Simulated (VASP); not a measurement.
A run of VASP 6.6.1 is set up as follows.

File INCAR:

```
SYSTEM = HfO2
PREC = Accurate
ENCUT = 600
EDIFF = 1E-7
ISMEAR = 1
SIGMA = 0.1
LREAL = .FALSE.
LASPH = .TRUE.
NELM = 120
ALGO = Normal
ISIF = 3
LWAVE = .FALSE.
LCHARG = .FALSE.
GGA = PE
IBRION = 2
NSW = 80
EDIFFG = -0.01
GGA_COMPAT = .FALSE.
NELMIN = 4
```

Contents of KPOINTS:

```
Automatic mesh
0
G
  8 8 8
  0 0 0
```

The input POSCAR:

```
HfO2
1.0
    0.0000000000      2.5575000000      2.5575000000
    2.5575000000      0.0000000000      2.5575000000
    2.5575000000      2.5575000000      0.0000000000
Hf O
1 2
Direct
    0.0000000000      0.0000000000      0.0000000000
    0.2500000000      0.2500000000      0.2500000000
    0.7500000000      0.7500000000      0.7500000000
```

Potentials or basis: VASP PAW PBE potentials, release 64 (Hf_pv, O).

Launch:

```console
$ cat potpaw_PBE.64/Hf_pv/POTCAR potpaw_PBE.64/O/POTCAR > POTCAR
$ mpirun -np 1 vasp_std > vasp.out
```

Task: Predict the band gap on the k mesh.

Result: 3.80 eV.

Task: Estimate the relaxed volume.

Result: 10.87 Å³/atom.

Final structure:
```
Hf O
1.0
     0.00000    2.53545    2.53545
     2.53545    0.00000    2.53545
     2.53545    2.53545    0.00000
Hf O
1 2
Direct
  0.00000 0.00000 0.00000
  0.25000 0.25000 0.25000
  0.75000 0.75000 0.75000
```

Caveat: spin-orbit coupling is left out, which moves the levels of the heavy elements. Expect the measured gap to be larger: semilocal functionals such as PBE lack the derivative discontinuity.
